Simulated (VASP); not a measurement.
# TiC (Fm-3m) in VASP: vibrations by perturbation theory with PBEsol

Aim: the vibrations by perturbation theory of TiC with PBEsol.

All numbers are computed with VASP 6.6.1; they aren't measurements. Logs are shortened: lines on timing, memory, paths and dates and some standing lists are left out, and cuts for length are marked.

## (1) The cell of the first run

Symmetry: Fm-3m, No. 225, cubic system. Conventional cell: a = 4.290 Å, b = 4.290 Å, c = 4.290 Å, α = 90.00°, β = 90.00°, γ = 90.00°. Within 2.8 Å of Ti (site symmetry m-3m) lie 6 C at 2.15 Å. Within 2.8 Å of C (site symmetry m-3m) lie 6 Ti at 2.15 Å.

## (2) Vibrations by perturbation theory, PBEsol

File INCAR:

```
SYSTEM = TiC
ALGO     = Normal         ! electronic algorithm
EDIFF    = 1E-8           ! SCF threshold, eV
ENCUT    = 520            ! plane-wave cutoff, eV
GGA      = PS             ! functional
IBRION   = 8              ! ionic algorithm
ISIF     = 2              ! what is computed and relaxed
ISMEAR   = -1             ! smearing method
LASPH    = .TRUE.         ! aspherical terms in the spheres
LCHARG   = .FALSE.        ! write CHGCAR
LREAL    = .FALSE.        ! projectors in reciprocal space
LWAVE    = .FALSE.        ! write WAVECAR
NELM     = 80             ! most SCF steps
NSW      = 1              ! ionic steps
PREC     = Accurate       ! precision mode
SIGMA    = 0.15           ! smearing width, eV
```

File KPOINTS:

```
k-points
0
G
  12 12 12
  0 0 0
```

File POSCAR:

```
TiC
1.0
    0.0000000000      2.1452000000      2.1452000000
    2.1452000000      0.0000000000      2.1452000000
    2.1452000000      2.1452000000      0.0000000000
Ti C
1 1
Direct
    0.0000000000      0.0000000000      0.0000000000
    0.5000000000      0.5000000000      0.5000000000
```

Potentials or basis: VASP PAW PBE potentials, release 64 (Ti_sv, C).

Started as:

```bash
cat potpaw_PBE.64/Ti_sv/POTCAR potpaw_PBE.64/C/POTCAR > POTCAR
mpirun -np 1 vasp_std > vasp.out
```

OUTCAR:

```text
SYSTEM = TiC
   EDIFF = 1E-8
   ENCUT = 520
   GGA = PS
   IBRION = 8
   ISIF = 2
   ISMEAR = -1
   LASPH = .TRUE.
   LREAL = .FALSE.
   NELM = 80
   NSW = 1
   PREC = Accurate

 ion  position               nearest neighbor table
   1  0.000  0.000  0.000-   2 2.15   2 2.15   2 2.15   2 2.15   2 2.15   2 2.15
   2  0.500  0.500  0.500-   1 2.15   1 2.15   1 2.15   1 2.15   1 2.15   1 2.15

  LATTYP: Found a face centered cubic cell.
 ALAT       =     4.2904000000

  Lattice vectors:

 A1 = (   0.0000000000,   2.1452000000,   2.1452000000)
 A2 = (   2.1452000000,   0.0000000000,   2.1452000000)
 A3 = (   2.1452000000,   2.1452000000,   0.0000000000)

Analysis of symmetry for initial positions (statically):
=====================================================================
 Subroutine PRICEL returns:
 Original cell was already a primitive cell.

 Routine SETGRP: Setting up the symmetry group for a
 face centered cubic supercell.

 Subroutine GETGRP returns: Found 48 space group operations
 (whereof 48 operations were pure point group operations)
 out of a pool of 48 trial point group operations.

The static configuration has the point symmetry O_h .

Analysis of symmetry for dynamics (positions and initial velocities):
=====================================================================
 Subroutine PRICEL returns:
 Original cell was already a primitive cell.

 Routine SETGRP: Setting up the symmetry group for a
 face centered cubic supercell.

 Subroutine GETGRP returns: Found 48 space group operations
 (whereof 48 operations were pure point group operations)
 out of a pool of 48 trial point group operations.

The dynamic configuration has the point symmetry O_h .

 Subroutine INISYM returns: Found 48 space group operations
 (whereof 48 operations are pure point group operations),
 and found     1 'primitive' translations

----------------------------------------------------------------------------------------

                                     Primitive cell

  volume of cell :      19.7439

  direct lattice vectors                    reciprocal lattice vectors
     0.000000000  2.145200000  2.145200000    -0.233078501  0.233078501  0.233078501
     2.145200000  0.000000000  2.145200000     0.233078501 -0.233078501  0.233078501
     2.145200000  2.145200000  0.000000000     0.233078501  0.233078501 -0.233078501

  length of vectors
     3.033770934  3.033770934  3.033770934     0.403703806  0.403703806  0.403703806

  position of ions in fractional coordinates (direct lattice)
     0.000000000  0.000000000  0.000000000
     0.500000000  0.500000000  0.500000000

  ion indices of the primitive-cell ions
   primitive index   ion index
                 1           1
                 2           2

----------------------------------------------------------------------------------------

 KPOINTS: k-points

Automatic generation of k-mesh.
 Grid dimensions read from file:
 generate k-points for:   12   12   12

 Generating k-lattice:

  Cartesian coordinates                     Fractional coordinates (reciprocal lattice)
    -0.019423208  0.019423208  0.019423208     0.083333333  0.000000000  0.000000000
     0.019423208 -0.019423208  0.019423208     0.000000000  0.083333333  0.000000000
     0.019423208  0.019423208 -0.019423208     0.000000000  0.000000000  0.083333333

  Length of vectors
     0.033641984  0.033641984  0.033641984

  Shift w.r.t. Gamma in fractional coordinates (k-lattice)
     0.000000000  0.000000000  0.000000000

 Subroutine IBZKPT returns following result:
 ===========================================

 Found     72 irreducible k-points:

 Following reciprocal coordinates:
            Coordinates               Weight
  0.000000  0.000000  0.000000      1.000000
  0.083333  0.000000  0.000000      8.000000
  0.166667  0.000000  0.000000      8.000000
  0.250000  0.000000  0.000000      8.000000
  0.333333  0.000000  0.000000      8.000000
  0.416667  0.000000  0.000000      8.000000
[... 16 lines left out ...]
  0.500000  0.166667  0.000000     24.000000
 -0.416667  0.166667  0.000000     24.000000
 [... further k-points ...]
[... 23 lines left out ...]
   NFREE  =      0    steps in history (QN), initial steepest desc. (CG)
   ISIF   =      2    stress and relaxation
   ISYM   =      2    0-nonsym 1-usesym 2-fastsym
   POTIM  = 0.5000    time-step for ionic-motion
   TEBEG  =    0.0;   TEEND  =   0.0 temperature during run
   PSTRESS=    0.0 pullay stress
   NELECT =      16.0000    total number of electrons
   NUPDOWN=      -1.0000    fix difference up-down
   EMIN   =  10.00;   EMAX   =-10.00  energy-range for DOS
   EFERMI =   0.00;   METHOD = LEGACY
   ISMEAR =    -1;   SIGMA  =   0.15  broadening in eV -4-tet -1-fermi 0-gaus
   EFERMI_NEDOS =   21; number of points for ismear=-14 and -15
   IALGO  =     38    algorithm
   IMIX   =      4    mixing-type and parameters
     AMIX     =   0.40;   BMIX     =  1.00
     AMIX_MAG =   1.60;   BMIX_MAG =  1.00
  volume/ion in A,a.u.               =       9.87        66.62
  Fermi-wavevector in a.u.,A,eV,Ry     =   1.526290  2.884270 31.695601  2.329561
  Thomas-Fermi vector in A             =   2.634344
   LORBIT       =      0    0 simple, 1 ext, 2 COOP (PROOUT), +10 PAW based schemes
   GGA     = PS    functional components
   LHFCALC =     F    Hartree Fock is set to
   AEXX    =    0.0000 exact exchange contribution
   IVDW    =     0    specifies the selected vdW correction
   LEPSILON=     F    determine dielectric tensor
   LRPA    =     F    only Hartree local field effects (RPA)
 non-spin polarized calculation
  energy-cutoff  :      520.00
  volume of cell :       19.74
 maximum number of plane-waves:       544
   NGX = 11   NGY = 11   NGZ = 11

--------------------------------------- Ionic step        1  -------------------------------------------

 number of electron      16.0000003 magnetization

 Free energy of the ion-electron system (eV)
  ---------------------------------------------------
  ext. energy  EPLUGINS =         0.00000000
  ---------------------------------------------------
  free energy    TOTEN  =       -19.81342733 eV

  energy without entropy =      -19.78910869  energy(sigma->0) =      -19.80126801

 E-fermi :   9.6299     XC(G=0): -13.0090

 val. band max:        9.5964059344   @ k =   0.0833   0.0000   0.0000
 cond. band min:       9.6399821492   @ k =   0.5000   0.5000   0.0000
 fundamental gap:      0.0435762148
 Fermi energy:         9.6299287507

 k-point     1 :       0.0000    0.0000    0.0000
  band No.  band energies     occupation
      1     -46.6042      2.00000
      2     -22.7151      2.00000
      3     -22.7151      2.00000
      4     -22.7151      2.00000
      5      -2.8614      2.00000
      6      10.3147      0.02060
      7      10.3147      0.02060
      8      10.3147      0.02060
      9      11.3791      0.00002
     10      11.3791      0.00002
     11      11.3791      0.00002
     12      11.4289      0.00001
[... 331 lines left out ...]
 k-point    24 :      -0.4167    0.1667    0.0000
  band No.  band energies     occupation
      1     -46.5104      2.00000
      2     -23.2217      2.00000
      3     -22.8712      2.00000
      4     -22.7895      2.00000
      5       0.5513      2.00000
      6       4.2791      2.00000
      7       6.6218      2.00000
      8       6.9064      2.00000
      9      12.4770      0.00000
     10      12.5452      0.00000
     11      13.6530      0.00000
     12      16.5600      0.00000

 [... further k-points ...]

------------------------ aborting loop because EDIFF is reached ----------------------------------------

  FORCE on cell =-STRESS in cart. coord.  units (eV):
  Direction    XX          YY          ZZ          XY          YZ          ZX
  --------------------------------------------------------------------------------------
  -------------------------------------------------------------------------------------
  Total        0.1066565      0.1066565      0.1066565      0.0000000      0.0000000     -0.0000000
  in kB        8.6549512      8.6549512      8.6549512      0.0000000      0.0000000     -0.0000000
  external PRESSURE =       8.6549512 kB  Pullay stress =       0.0000000 kB

 VOLUME and BASIS-vectors are now :
 -----------------------------------------------------------------------------
  energy-cutoff  :      520.00
  volume of cell :       19.74
      direct lattice vectors                 reciprocal lattice vectors
     0.000000000  2.145200000  2.145200000    -0.233078501  0.233078501  0.233078501
     2.145200000  0.000000000  2.145200000     0.233078501 -0.233078501  0.233078501
     2.145200000  2.145200000  0.000000000     0.233078501  0.233078501 -0.233078501

 POSITION                                       TOTAL-FORCE (eV/Angst)
 -----------------------------------------------------------------------------------
      0.00000      0.00000      0.00000        -0.000000      0.000000      0.000000
      2.14520      2.14520      2.14520         0.000000     -0.000000      0.000000
 -----------------------------------------------------------------------------------
    total drift:                                0.000000     -0.000000     -0.000000

  FREE ENERGIE OF THE ION-ELECTRON SYSTEM (eV)
  ---------------------------------------------------
  free  energy   TOTEN  =       -19.8134273333 eV

  energy  without entropy=      -19.7891086894  energy(sigma->0) =      -19.80126801

[... ionic steps 2 to 3 ...]

--------------------------------------- Ionic step        4  -------------------------------------------

------------------------ aborting loop because EDIFF is reached ----------------------------------------

[... ionic steps 5 to 6 ...]

--------------------------------------- Ionic step        7  -------------------------------------------

 Free energy of the ion-electron system (eV)
  ---------------------------------------------------
  ---------------------------------------------------
  free energy    TOTEN  =        -0.11807549 eV

  energy without entropy =       -0.11807550

------------------------ aborting loop because EDIFF is reached ----------------------------------------

 INTERNAL STRAIN TENSOR  FOR ION    2  DIRECTION 1   (eV/Angst):
 -----------------------------------------------------------------------------
    -0.00891  0.00000 -0.00000
    -0.00000  0.00200 -0.00000
     0.00000 -0.00000  0.00200

 INTERNAL STRAIN TENSOR FOR ION    2 for displacements in x,y,z  (eV/Angst):
          X           Y           Z          XY          YZ          ZX
  --------------------------------------------------------------------------------
  x     0.00000     0.00000     0.00000     0.00000     0.00000     0.00000
  y     0.00000     0.00000     0.00000     0.00000     0.00000     0.00000
  z     0.00000     0.00000     0.00000     0.00000     0.00000     0.00000

 SECOND DERIVATIVES (NOT SYMMETRIZED)
 ------------------------------------
               1X          1Y          1Z          2X          2Y          2Z
  1X   -10.453101    0.000000    0.000000   10.453101    0.000000    0.000000
  1Y     0.000000  -10.453101    0.000000    0.000000   10.453101    0.000000
  1Z     0.000000    0.000000  -10.453101    0.000000    0.000000   10.453101
  2X    10.432899    0.000000    0.000000  -10.432899    0.000000    0.000000
  2Y     0.000000   10.432899    0.000000    0.000000  -10.432899    0.000000
  2Z     0.000000    0.000000   10.432899    0.000000    0.000000  -10.432899

 Eigenvectors and eigenvalues of the dynamical matrix
 ----------------------------------------------------

   1 f  =   16.298653 THz   102.407454 2PiTHz  543.664528 cm-1    67.405780 meV
             X         Y         Z           dx          dy          dz
      0.000000  0.000000  0.000000     0.011592    0.036831    0.446506
      2.145200  2.145200  2.145200    -0.023121   -0.073466   -0.890623
[... 21 lines left out ...]
   6 f/i=    0.006316 THz     0.039685 2PiTHz    0.210681 cm-1     0.026121 meV
             X         Y         Z           dx          dy          dz
      0.000000  0.000000  0.000000     0.625779   -0.634518   -0.070213
      2.145200  2.145200  2.145200     0.313728   -0.318109   -0.035201

--------------------------------------------------------------------------------------------------------

 ELASTIC MODULI CONTR FROM IONIC RELAXATION (kBar)
 Direction    XX          YY          ZZ          XY          YZ          ZX
 --------------------------------------------------------------------------------
 XX           0.0000      0.0000      0.0000      0.0000      0.0000      0.0000
 YY           0.0000      0.0000      0.0000      0.0000      0.0000      0.0000
 ZZ           0.0000      0.0000      0.0000      0.0000      0.0000      0.0000
 XY           0.0000      0.0000      0.0000      0.0000      0.0000      0.0000
 YZ           0.0000      0.0000      0.0000      0.0000      0.0000      0.0000
 ZX           0.0000      0.0000      0.0000      0.0000      0.0000      0.0000
 --------------------------------------------------------------------------------
```

Wall time 3 min (1 thread of Intel Xeon Platinum 8488C (Sapphire Rapids), shared host); peak memory 0.24 GiB.

Results:

```
Highest phonon frequency at Γ, LO-TO splitting left out : 544 cm⁻¹
```

Phonon frequencies in cm⁻¹ (negative: imaginary):
| q point | frequencies |
| --- | --- |
| (0.000, 0.000, 0.000) | 0 0 0 544 544 544 |

Caveat: the PAW data sets were made with another functional, which shifts forces and pressure a little.
